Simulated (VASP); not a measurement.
Set up this calculation in VASP 6.6.1, as the native input.

```
Task                   : single point
Functional             : PBEsol
Potentials or basis    : VASP PAW PBE potentials, release 64 (W_sv)
Cutoff                 : 520 eV
k mesh                 : 22 × 22 × 16
Occupations            : gaussian, width 0.15 eV
Spin                   : no spin polarisation
Dipole correction      : no
Further INCAR settings : ALGO = Fast; EDIFF = 1e-06; NBANDS = 21
```

The structure of W lies in POSCAR:

```
W
1.0
    0.0000000000     -1.9989957669     -1.9989957669
    0.0000000000      1.9989957669     -1.9989957669
    3.9979915338      0.0000000000      0.0000000000
W
2
Direct
    0.5000000000      0.5000000000      0.5281391291
    0.0000000000      0.0000000000     -0.0281391291
```

This cell differs from its parent crystal: atoms displaced along a vibrational mode.

One way to write it, as run:

INCAR

```
SYSTEM = W
PREC = Accurate
ENCUT = 520
EDIFF = 1E-6
ISMEAR = 0
SIGMA = 0.15
LREAL = .False.
LASPH = .True.
NELM = 100
ALGO = Fast
ISIF = 2
LWAVE = .False.
LCHARG = .False.
GGA = PS
NBANDS = 21
```

KPOINTS

```
Automatic mesh
0
Gamma
  22 22 16
  0 0 0
```

Potentials or basis: VASP PAW PBE potentials, release 64 (W_sv).

The run is started by

```console
$ cat potpaw_PBE.64/W_sv/POTCAR > POTCAR
$ mpirun -np 1 vasp_std > vasp.out
```

It gave:

The pressure is 7.5 GPa, the largest force is 2.899 eV/Å and the band gap on the k mesh is zero (bands 14 and 15 overlap by 3.86 eV).

Caveat: the cell differs from its parent crystal (atoms displaced along a vibrational mode); the stress differs along the axes, from -6 to 14 GPa; the PAW data sets were made with another functional, which shifts forces and pressure a little; spin-orbit coupling is left out, which moves the levels of the heavy elements.

Run time: 3.6 min on 1 thread of AMD EPYC 9R45 96-Core Processor (Zen 5), with other jobs on the host, peak memory 0.42 GiB.
